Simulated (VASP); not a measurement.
Input of a VASP 6.6.1 run:

Contents of INCAR:

```
SYSTEM = IrO2
PREC = Accurate
ENCUT = 600
EDIFF = 1E-6
ISMEAR = 0
SIGMA = 0.1
LREAL = .FALSE.
LASPH = .TRUE.
NELM = 120
ALGO = Normal
ISIF = 2
LWAVE = .FALSE.
LCHARG = .FALSE.
NBANDS = 30
GGA_COMPAT = .FALSE.
```

The input KPOINTS:

```
Automatic mesh
0
G
  8 8 12
  0 0 0
```

The input POSCAR:

```
IrO2
1.0
    4.4333877780      0.0000000000      0.0000000000
    0.0000000000      4.4333877780      0.0000000000
    0.0000000000      0.0000000000      3.1357120066
Ir O
2 4
Direct
    0.0000000000      0.0000000000      0.0000000000
    0.5000000000      0.5000000000      0.5000000000
    0.3090033299      0.3090033299      0.0000000000
    0.1909966701      0.8090033299      0.5000000000
    0.6909966701      0.6909966701      0.0000000000
    0.8090033299      0.1909966701      0.5000000000
```

Potentials or basis: VASP PAW LDA potentials, release 64 (Ir, O).

Command:

```sh
$ cat potpaw_LDA.64/Ir/POTCAR potpaw_LDA.64/O/POTCAR > POTCAR
$ mpirun -np 1 vasp_std > vasp.out
```

(1) Predict the pressure.

(2) Predict the band gap on the k mesh.

Results:

(1) 3.9 GPa.

(2) zero (bands 21 and 22 overlap by 1.46 eV).

Caveat: the cell stands under pressure; spin-orbit coupling is left out, which moves the levels of the heavy elements.
